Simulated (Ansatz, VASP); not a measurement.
**Ge2Sb2Te5 in VASP and in Ansatz**

```
CELL_PARAMETERS angstrom
6.83914 -3.06601 0.00000
6.83914 3.06601 0.00000
-6.83098 0.00000 6.84761
ATOMIC_POSITIONS crystal
Te 0.59470 0.59470 0.38643
Te 0.79529 0.79529 0.19611
Te 0.00832 0.00832 0.00643
Te 0.20652 0.20652 0.80980
Te 0.39996 0.39996 0.59712
Sb 0.90171 0.90171 0.58787
Sb 0.11187 0.11187 0.41735
Ge 0.28429 0.28429 0.18783
Ge 0.49734 0.49734 0.01104
```

Alike in both runs: functional r2SCAN; k mesh 4 × 4 × 3; occupations fermi-dirac, width 0.05 eV; no spin polarisation.

|  | VASP | Ansatz |
| --- | --- | --- |
| version | VASP 6.6.1 | Ansatz 0.2.0 |
| potentials or method | VASP PAW PBE potentials, release 64 (Te, Sb, Ge_d) | Ansatz PAW |
| plane-wave cutoff (eV) | 520 | 500 |
| valence electrons in the cell | 68 | 138 |
| task | single point | band structure |

Ansatz gave:

```
gap on the k mesh at the Fermi level (eV)                     : 0.04
least direct gap on the mesh (eV)                             : 0.04
pressure (GPa)                                                : -1.0
traceless stress, the component that is largest in VASP (GPa) : -0.12
rms of the force components (eV/Å)                            : 0.081
```

**Question.** Estimate VASP's values.

**Answer.** gap on the k mesh at the Fermi level (eV): 0.03; least direct gap on the mesh (eV): 0.03; pressure (GPa): -1.1; traceless stress, the component that is largest in VASP (GPa): -0.11; rms of the force components (eV/Å): 0.077.

VASP's potentials were made for PBE, not for r2SCAN. Atom by atom the forces differ by 0.005 eV/Å (rms over components). VASP's potentials hold 68 valence electrons a cell and Ansatz's 138, so a difference there can come from the potentials and not from the codes.

Spin-orbit coupling is off throughout.
